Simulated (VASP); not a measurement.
# Li12NO in VASP: further runs

The runs below take Li12NO through single point, with PBE.

Program: VASP 6.6.1. These are calculated values, not measurements. Logs are shortened: lines on timing, memory, paths and dates and some standing lists are left out, and cuts for length are marked.

## Step 1: The cell of the first run

The cell holds a slab with vacuum, 14 atoms: a = 5.945 Å, b = 5.945 Å, c = 22.683 Å, α = 90.00°, β = 90.00°, γ = 109.47°.

## Step 2: Single point, PBE, collinear spin, ferromagnetic start

The input, INCAR:

```
SYSTEM = Li12NO
PREC = Accurate ; ENCUT = 520
EDIFF = 1E-7 ; ISMEAR = 0
SIGMA = 0.1 ; LREAL = .False.
LASPH = .True. ; NELM = 150
ALGO = Normal ; ISIF = 2
LWAVE = .False. ; LCHARG = .False.
ISPIN = 2 ; MAGMOM = 0 0 0 0 0 0 0 0 0 0 0 0 1 0
LORBIT = 11 ; LDIPOL = .True.
IDIPOL = 3 ; DIPOL = 0.5 0.5 0.302
GGA = PE ; NBANDS = 40
KPAR = 4
```

The input, KPOINTS:

```
Automatic mesh
0
Gamma
  5 5 1
  0 0 0
```

The input, POSCAR:

```
Li12NO
1.0
    5.9451735978      0.0000000000      0.0000000000
   -1.9817245326      5.6051634218      0.0000000000
    0.0000000000      0.0000000000     22.6831262891
Li N O
12 1 1
Direct
    0.2500000000      0.2500000000      0.1763425354
    0.2500000000      0.7500000000      0.1763425354
    0.7500000000      0.2500000000      0.1763425354
    0.7500000000      0.7500000000      0.1763425354
    0.0000000000      0.0000000000      0.2794233694
    0.0000000000      0.5000000000      0.2794233694
    0.5000000000      0.0000000000      0.2794233694
    0.5000000000      0.5000000000      0.2794233694
    0.2500000000      0.2500000000      0.3828011262
    0.2500000000      0.7500000000      0.3828011262
    0.7500000000      0.2500000000      0.3828011262
    0.7500000000      0.7500000000      0.3828011262
    0.9166666667      0.5833333333      0.4207147713
    1.0655269119      0.7321935786      0.4467252953
```

Potentials or basis: VASP PAW PBE potentials, release 64 (Li_sv, N, O).

On the command line:

```sh
cat potpaw_PBE.64/Li_sv/POTCAR potpaw_PBE.64/N/POTCAR potpaw_PBE.64/O/POTCAR > POTCAR
mpirun -np 4 vasp_std > vasp.out
```

OUTCAR:

```text
SYSTEM = Li12NO
   PREC = Accurate
   ENCUT = 520
   EDIFF = 1E-7
   ISMEAR = 0
   LREAL = .False.
   LASPH = .True.
   NELM = 150
   ISIF = 2
   ISPIN = 2
   LORBIT = 11
   GGA = PE

 ion  position               nearest neighbor table
   1  0.250  0.250  0.176-
   2  0.250  0.750  0.176-
   3  0.750  0.250  0.176-
   4  0.750  0.750  0.176-
   5  0.000  0.000  0.279-
   6  0.000  0.500  0.279-
   7  0.500  0.000  0.279-
   8  0.500  0.500  0.279-
   9  0.250  0.250  0.383-
  10  0.250  0.750  0.383-  14 1.80  13 2.08
  11  0.750  0.250  0.383-  13 2.08
  12  0.750  0.750  0.383-  13 1.83
  13  0.917  0.583  0.421-  14 1.18  12 1.83  10 2.08  11 2.08
  14  0.066  0.732  0.447-  13 1.18  10 1.80

  LATTYP: Found a base centered orthorhombic cell.
 ALAT       =     6.8648951542
 B/A-ratio  =     1.4142135624
 C/A-ratio  =     3.3042203529

  Lattice vectors:

 A1 = (   5.9451735978,   0.0000000000,   0.0000000000)
 A2 = (  -1.9817245326,   5.6051634218,   0.0000000000)
 A3 = (   0.0000000000,   0.0000000000,  22.6831262891)

Analysis of symmetry for initial positions (statically):
=====================================================================
 Subroutine PRICEL returns:
 Original cell was already a primitive cell.

 Routine SETGRP: Setting up the symmetry group for a
 base centered orthorhombic supercell.

 Subroutine GETGRP returns: Found  1 space group operations
 (whereof  1 operations were pure point group operations)
 out of a pool of  8 trial point group operations.

The static configuration has the point symmetry C_1 .

Analysis of symmetry for dynamics (positions and initial velocities):
=====================================================================
 Subroutine PRICEL returns:
 Original cell was already a primitive cell.

 Routine SETGRP: Setting up the symmetry group for a
 base centered orthorhombic supercell.

 Subroutine GETGRP returns: Found  1 space group operations
 (whereof  1 operations were pure point group operations)
 out of a pool of  8 trial point group operations.

The dynamic configuration has the point symmetry C_1 .

Analysis of structural, dynamic, and magnetic symmetry:
=====================================================================
 Subroutine PRICEL returns:
 Original cell was already a primitive cell.

 Routine SETGRP: Setting up the symmetry group for a
 base centered orthorhombic supercell.

 Subroutine GETGRP returns: Found  1 space group operations
 (whereof  1 operations were pure point group operations)
 out of a pool of  8 trial point group operations.

The overall configuration has the point symmetry C_1 .

 Subroutine INISYM returns: Found  1 space group operations
 (whereof  1 operations are pure point group operations),
 and found     1 'primitive' translations

----------------------------------------------------------------------------------------

                                     Primitive cell

  volume of cell :     755.8850

  direct lattice vectors                    reciprocal lattice vectors
     5.945173598  0.000000000  0.000000000     0.168203667  0.059468977  0.000000000
    -1.981724533  5.605163422  0.000000000     0.000000000  0.178406930  0.000000000
     0.000000000  0.000000000 22.683126289     0.000000000  0.000000000  0.044085634

  length of vectors
     5.945173598  5.945173598 22.683126289     0.178406930  0.178406930  0.044085634

  position of ions in fractional coordinates (direct lattice)
     0.250000000  0.250000000  0.176342535
     0.250000000  0.750000000  0.176342535
     0.750000000  0.250000000  0.176342535
     0.750000000  0.750000000  0.176342535
     0.000000000  0.000000000  0.279423369
     0.000000000  0.500000000  0.279423369
     0.500000000  0.000000000  0.279423369
     0.500000000  0.500000000  0.279423369
     0.250000000  0.250000000  0.382801126
     0.250000000  0.750000000  0.382801126
     0.750000000  0.250000000  0.382801126
     0.750000000  0.750000000  0.382801126
     0.916666667  0.583333333  0.420714771
     0.065526912  0.732193579  0.446725295

  ion indices of the primitive-cell ions
   primitive index   ion index
                 1           1
                 2           2
                 3           3
                 4           4
                 5           5
                 6           6
[... 49 lines left out ...]
 -0.400000  0.400000  0.000000      2.000000
   k-points           NKPTS =     13   k-points in BZ     NKDIM =     13   number of bands    NBANDS=     40
   number of dos      NEDOS =    301   number of ions     NIONS =     14
   total plane-waves  NPLWV = 414720
   dimension x,y,z NGX =    48 NGY =   48 NGZ =  180
   dimension x,y,z NGXF=    96 NGYF=   96 NGZF=  360
   ions per type =              12   1   1
   NGX,Y,Z   is equivalent  to a cutoff of  13.42, 13.42, 13.19 a.u.
   NGXF,Y,Z  is equivalent  to a cutoff of  26.84, 26.84, 26.38 a.u.
 SYSTEM =  Li12NO
   PREC   = accura    normal or accurate (medium, high low for compatibility)
   ISTART =      0    job   : 0-new  1-cont  2-samecut
   ICHARG =      2    charge: 1-file 2-atom 10-const
   ISPIN  =      2    spin polarized calculation?
   LNONCOLLINEAR =      F non collinear calculations
   LSORBIT =      F    spin-orbit coupling
   LASPH  =      T    aspherical Exc in radial PAW
   ENCUT  =  520.0 eV  38.22 Ry    6.18 a.u.  11.05 11.05 42.18*2*pi/ulx,y,z
   NELM   =    150;   NELMIN=  2; NELMDL= -5     # of ELM steps
   EDIFF  = 0.1E-06   stopping-criterion for ELM
   LREAL  =      F    real-space projection
   EDIFFG = 0.1E-05   stopping-criterion for IOM
   NSW    =      0    number of steps for IOM
   IBRION =     -1    ionic relax: 0-MD 1-quasi-New 2-CG
   NFREE  =      0    steps in history (QN), initial steepest desc. (CG)
   ISIF   =      2    stress and relaxation
   ISYM   =      2    0-nonsym 1-usesym 2-fastsym
   POTIM  = 0.5000    time-step for ionic-motion
   TEBEG  =    0.0;   TEEND  =   0.0 temperature during run
   PSTRESS=    0.0 pullay stress
   NELECT =      47.0000    total number of electrons
   NUPDOWN=      -1.0000    fix difference up-down
   EMIN   =  10.00;   EMAX   =-10.00  energy-range for DOS
   EFERMI =   0.00;   METHOD = LEGACY
   ISMEAR =     0;   SIGMA  =   0.10  broadening in eV -4-tet -1-fermi 0-gaus
   EFERMI_NEDOS =   21; number of points for ismear=-14 and -15
   IALGO  =     38    algorithm
   IMIX   =      4    mixing-type and parameters
     AMIX     =   0.40;   BMIX     =  1.00
     AMIX_MAG =   1.60;   BMIX_MAG =  1.00
  volume/ion in A,a.u.               =      53.99       364.35
  Fermi-wavevector in a.u.,A,eV,Ry     =   0.648568  1.225616  5.723161  0.420640
  Thomas-Fermi vector in A             =   1.717243
   LORBIT       =     11    0 simple, 1 ext, 2 COOP (PROOUT), +10 PAW based schemes
   GGA     = PE    functional components
   LHFCALC =     F    Hartree Fock is set to
   AEXX    =    0.0000 exact exchange contribution
   IVDW    =     0    specifies the selected vdW correction
   LEPSILON=     F    determine dielectric tensor
   LRPA    =     F    only Hartree local field effects (RPA)
 spin polarized calculation
 Gauss-broadening in eV      SIGMA  =   0.10
  energy-cutoff  :      520.00
  volume of cell :      755.89
 maximum number of plane-waves:     20388
 NGX is ok and might be reduce to    48
   NGX = 23   NGY = 23   NGZ = 85

 dipolmoment           0.000000      0.000000     -0.065210 electrons x Angstroem

 number of electron      47.0000036 magnetization       1.1001656

 dipolmoment           0.000000      0.000000      0.078790 electrons x Angstroem

 Free energy of the ion-electron system (eV)
  ---------------------------------------------------
  ext. energy  EPLUGINS =         0.00000000
  ---------------------------------------------------
  free energy    TOTEN  =       -34.83020130 eV

  energy without entropy =      -34.79476082  energy(sigma->0) =      -34.81248106

 E-fermi :  -1.8872     XC(G=0):  -3.0816

 val. band max:       -1.8934232544   @ k =   0.0000   0.2000   0.0000
 cond. band min:      -1.8766384333   @ k =   0.0000   0.0000   0.0000
 fundamental gap:      0.0167848212
 Fermi energy:        -1.8872154367

 spin component 1

 k-point     1 :       0.0000    0.0000    0.0000
  band No.  band energies     occupation
      1     -49.2112      1.00000
      2     -48.8372      1.00000
      3     -48.8273      1.00000
      4     -48.8162      1.00000
      5     -48.8101      1.00000
      6     -48.4942      1.00000
[... 483 lines left out ...]
     34       1.5993      0.00000
     35       1.6818      0.00000
 Fermi energy:        -1.8872154367

 spin component 2

 k-point     1 :       0.0000    0.0000    0.0000
  band No.  band energies     occupation
      1     -49.2221      1.00000
      2     -48.8332      1.00000
      3     -48.8263      1.00000
      4     -48.8163      1.00000
      5     -48.8100      1.00000
      6     -48.5070      1.00000
[... 483 lines left out ...]
     34       1.6220      0.00000
     35       1.6930      0.00000
 [bands above 35 left out]

------------------------ aborting loop because EDIFF is reached ----------------------------------------

 vacuum level on the upper side and lower side of the slab       (xc-potential included)         0.203        -0.275

  FORCE on cell =-STRESS in cart. coord.  units (eV):
  Direction    XX          YY          ZZ          XY          YZ          ZX
  --------------------------------------------------------------------------------------
  -------------------------------------------------------------------------------------
  Total        3.6882589      3.6917665      3.0703854      2.0242268      2.3096767      2.3374449
  in kB        7.8176504      7.8250852      6.5080031      4.2905604      4.8956014      4.9544589
  external PRESSURE =       7.3835796 kB  Pullay stress =       0.0000000 kB

 VOLUME and BASIS-vectors are now :
 -----------------------------------------------------------------------------
  energy-cutoff  :      520.00
  volume of cell :      755.89
      direct lattice vectors                 reciprocal lattice vectors
     5.945173598  0.000000000  0.000000000     0.168203667  0.059468977  0.000000000
    -1.981724533  5.605163422  0.000000000     0.000000000  0.178406930  0.000000000
     0.000000000  0.000000000 22.683126289     0.000000000  0.000000000  0.044085634

 POSITION                                       TOTAL-FORCE (eV/Angst)
 -----------------------------------------------------------------------------------
      0.99086      1.40129      4.00000         0.005569     -0.011764     -0.005405
      0.00000      4.20387      4.00000        -0.017248      0.012959     -0.001165
      3.96345      1.40129      4.00000         0.003865      0.018273      0.001684
      2.97259      4.20387      4.00000         0.008609     -0.017418     -0.003668
      0.00000      0.00000      6.33820        -0.036674      0.025313     -0.092741
     -0.99086      2.80258      6.33820         0.015609      0.016515      0.035096
      2.97259      0.00000      6.33820         0.042826     -0.017942      0.060305
      1.98172      2.80258      6.33820        -0.043070     -0.014686     -0.071283
      0.99086      1.40129      8.68313        -0.083144      0.023569      0.050309
      0.00000      4.20387      8.68313         0.175226     -0.036496     -0.456718
      3.96345      1.40129      8.68313        -0.010218      0.809804      0.247241
      2.97259      4.20387      8.68313        -0.457921      0.280449     -0.343059
      4.29374      3.26968      9.54313        -2.918616     -6.655703     -3.866044
     -1.06144      4.10406     10.13313         3.315187      5.567128      4.445448
 -----------------------------------------------------------------------------------
    total drift:                               -0.000251     -0.000163      0.002505

  FREE ENERGIE OF THE ION-ELECTRON SYSTEM (eV)
  ---------------------------------------------------
  free  energy   TOTEN  =       -34.8302013017 eV

  energy  without entropy=      -34.7947608180  energy(sigma->0) =      -34.81248106

 vacuum level on the upper side and lower side of the slab         1.810         1.310

 total charge

# of ion       s       p       d       tot
------------------------------------------
    1        2.036   0.034   0.000   2.070
    2        2.035   0.035   0.000   2.070
    3        2.035   0.035   0.000   2.070
    4        2.037   0.034   0.000   2.070
    5        2.033   0.044   0.000   2.078
    6        2.031   0.044   0.000   2.075
    7        2.029   0.047   0.000   2.076
    8        2.032   0.045   0.000   2.077
    9        2.033   0.030   0.000   2.063
   10        2.028   0.066   0.000   2.093
   11        2.024   0.046   0.000   2.070
   12        2.034   0.065   0.000   2.099
   13        1.294   2.503   0.000   3.797
   14        1.597   3.559   0.000   5.156
--------------------------------------------------
tot         27.277   6.588   0.000  33.865

 magnetization (x)

# of ion       s       p       d       tot
------------------------------------------
    1        0.001   0.001   0.000   0.002
    2       -0.000   0.000   0.000  -0.000
    3       -0.001   0.001   0.000   0.000
    4       -0.000   0.000   0.000   0.000
    5        0.001  -0.000   0.000   0.000
    6       -0.001  -0.002   0.000  -0.003
    7       -0.000   0.001   0.000   0.001
    8        0.000   0.000   0.000   0.001
    9       -0.002  -0.001   0.000  -0.004
   10        0.000   0.001   0.000   0.001
   11       -0.002  -0.003   0.000  -0.005
   12        0.004   0.010   0.000   0.014
   13        0.012   0.457   0.000   0.469
   14        0.004   0.344   0.000   0.348
--------------------------------------------------
tot          0.016   0.809   0.000   0.825
```

Run time: 22 min. Hardware: 4 MPI ranks of AMD EPYC 7R13 (Zen 3), shared host; peak memory 1.6 GiB.

What came out:

| Quantity | Value |
| --- | --- |
| Free energy | -34.8302 eV |
| Largest force | 8.232 eV/Å |
| Net moment | 1.10 μB per cell |
| Site moments | Li +0.00, -0.00, -0.01, +0.01; N +0.47; O +0.35 μB |
| Valence electrons inside the program's atomic spheres | Li 2.07, 2.08, 2.06, 2.09, 2.10; N 3.80; O 5.16 |

Forces on the atoms (eV/Å):
```
Li   0.006 -0.012 -0.005
Li  -0.017  0.013 -0.001
Li   0.004  0.018  0.002
Li   0.009 -0.017 -0.004
Li  -0.037  0.025 -0.093
Li   0.016  0.017  0.035
Li   0.043 -0.018  0.060
Li  -0.043 -0.015 -0.071
Li  -0.083  0.024  0.050
Li   0.175 -0.036 -0.457
Li  -0.010  0.810  0.247
Li  -0.458  0.280 -0.343
N   -2.919 -6.656 -3.866
O    3.315  5.567  4.445
```

Levels at points of the mesh, in eV from the Fermi level:
Spin up:
| k point | band 22 | band 23 | band 24 | band 25 | band 26 | band 27 |
| --- | --- | --- | --- | --- | --- | --- |
| (0.00, 0.00, 0.00) | -0.24 | 0.01 | 0.03 | 0.18 | 0.23 | 0.56 |
Spin down:
```tsv
k point	band 20	band 21	band 22	band 23	band 24	band 25	band 26	band 27
(0.00, 0.00, 0.00)	-0.57	-0.25	-0.02	0.03	0.11	0.21	0.26	0.58
```

Caveat: the cutoff is under 1.25 times the usual one of these potentials, so pressure, stress and relaxed cells hold a basis-set (Pulay) error; the standard files for N, O and F lose accuracy on very short bonds.

## Step 3: Single point, PBE, collinear spin, ferromagnetic start

The input, INCAR:

```
PREC = Accurate
ENCUT = 520
EDIFF = 1E-6
ISMEAR = 0
SIGMA = 0.1
LREAL = False
LASPH = True
NELM = 150
ALGO = Normal
ISIF = 2
LWAVE = False
LCHARG = False
ISPIN = 2
MAGMOM = 0 0 0 0 0 0 0 0 0 0 0 0 1 0
LORBIT = 11
LDIPOL = True
IDIPOL = 3
DIPOL = 0.5 0.5 0.306
GGA = PE
NBANDS = 40
KPAR = 4
```

The input, KPOINTS:

```
Automatic mesh
0
Gamma
  5 5 1
```

Edit POSCAR of step 2 so:

```diff
@@ -20,3 +20,3 @@
     0.7500000000      0.7500000000      0.3828011262
-    0.9166666667      0.5833333333      0.4207147713
-    1.0655269119      0.7321935786      0.4467252953
+    0.9166666667      0.5833333333      0.4401124502
+    0.9611548149      0.6278214816      0.4903609239
```

Potentials or basis: VASP PAW PBE potentials, release 64 (Li_sv, N, O).

On the command line:

```sh
cat potpaw_PBE.64/Li_sv/POTCAR potpaw_PBE.64/N/POTCAR potpaw_PBE.64/O/POTCAR > POTCAR
mpirun -np 4 vasp_std > vasp.out
```

It took 10 min on 4 MPI ranks of Intel Xeon Platinum 8559C (Emerald Rapids), shared host; peak memory 1.6 GiB.

The run converged. Its results:

| Item | Value |
| --- | --- |
| Free energy | -34.6986 eV |
| Largest force | 4.952 eV/Å |
| Net moment | 1.40 μB per cell |
| Site moments | Li -0.00, +0.00, -0.01, +0.01; N +0.49; O +0.54 μB |
| Valence electrons inside the program's atomic spheres | Li 2.07, 2.08; N 3.75; O 5.08 |

Forces on the atoms (eV/Å):
```
Li  -0.012  0.005 -0.017
Li  -0.016 -0.009 -0.003
Li   0.012  0.028  0.003
Li   0.015 -0.025  0.001
Li  -0.025  0.019 -0.007
Li   0.034 -0.010 -0.187
Li   0.028 -0.003  0.097
Li  -0.043 -0.001 -0.034
Li  -0.011  0.030 -0.036
Li  -0.293 -0.141  0.191
Li   0.029  0.490  0.310
Li   0.257 -0.225  0.147
N   -0.705 -0.957 -4.807
O    0.728  0.799  4.342
```

Levels at points of the mesh, in eV from the Fermi level:
Spin up:
| k point | band 20 | band 21 | band 22 | band 23 | band 24 | band 25 | band 26 | band 27 | band 28 | band 29 |
| --- | --- | --- | --- | --- | --- | --- | --- | --- | --- | --- |
| (0.00, 0.00, 0.00) | -0.78 | -0.68 | -0.37 | -0.04 | 0.03 | 0.20 | 0.23 | 0.47 | 0.56 | 0.77 |
Spin down:
```csv
k point,band 19,band 20,band 21,band 22,band 23,band 24,band 25,band 26,band 27,band 28
"(0.00, 0.00, 0.00)",-2.07,-0.40,-0.06,0.00,0.06,0.18,0.22,0.31,0.45,0.91
```

Caveat: the cutoff is under 1.25 times the usual one of these potentials, so pressure, stress and relaxed cells hold a basis-set (Pulay) error; the standard files for N, O and F lose accuracy on very short bonds.

(Continued in part 2 of 2.)
